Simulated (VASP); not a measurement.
Runs of VASP 6.6.1 on BeS. The structure is that of space group Fm-3m (No. 225), or close to it. The cells are those of the table. 

```tsv
level	cell	k mesh	smearing	gap on the mesh (eV)	pressure (GPa)
PBE	a = 3.277 Å, angles 60.0°, 2 atoms	6 × 6 × 6	gaussian 0.01 eV	0.98	-0.2
PBE	a = 3.343 Å, angles 60.0°, 2 atoms	6 × 6 × 6	gaussian 0.01 eV	0.94	-5.9
PBE	a = 3.277, b = 3.343, c = 3.343 Å, angles 58.7, 60.7, 60.7°, 2 atoms	6 × 6 × 6	gaussian 0.01 eV	0.82	-3.9
r2SCAN	a = 3.343 Å, angles 60.0°, 2 atoms	10 × 10 × 10	gaussian 0.01 eV	1.35	(a)
PBE	a = 3.278, b = 3.278, c = 3.294 Å, angles 59.8, 59.8, 60.3°, 2 atoms	6 × 6 × 6	gaussian 0.01 eV	0.91	-0.8
PBE	a = 3.278, b = 3.278, c = 3.294 Å, angles 59.8, 59.8, 60.3°, 2 atoms	10 × 10 × 10	fermi-dirac 0.02 eV	0.96	-1.0
r2SCAN	a = 3.146 Å, angles 60.0°, 2 atoms	10 × 10 × 10	gaussian 0.01 eV	1.43	17.0
PBE	a = 3.146 Å, angles 60.0°, 2 atoms	10 × 10 × 10	fermi-dirac 0.02 eV	1.09	16.0
PBE	a = 3.311 Å, angles 62.6°, 2 atoms	6 × 6 × 6	gaussian 0.01 eV	0.66	-8.0
PBE	a = 3.146 Å, angles 60.0°, 2 atoms	6 × 6 × 6	gaussian 0.01 eV	1.03	16.3
PBE	a = 3.311 Å, angles 62.6°, 2 atoms	10 × 10 × 10	fermi-dirac 0.02 eV	0.67	-8.2
PBE	a = 3.343 Å, angles 60.0°, 2 atoms	10 × 10 × 10	fermi-dirac 0.02 eV	0.99	(b)
```

Alike in all rows: task single point; potentials or basis VASP PAW PBE potentials, release 64 (Be, S); no spin polarisation; cutoff (eV) 520.

Estimate the missing entries.

(a) -6.0; (b) -6.1.

Caveats: the PAW data sets were made with another functional, which shifts forces and pressure a little (some runs).

A k mesh can miss the band edges.
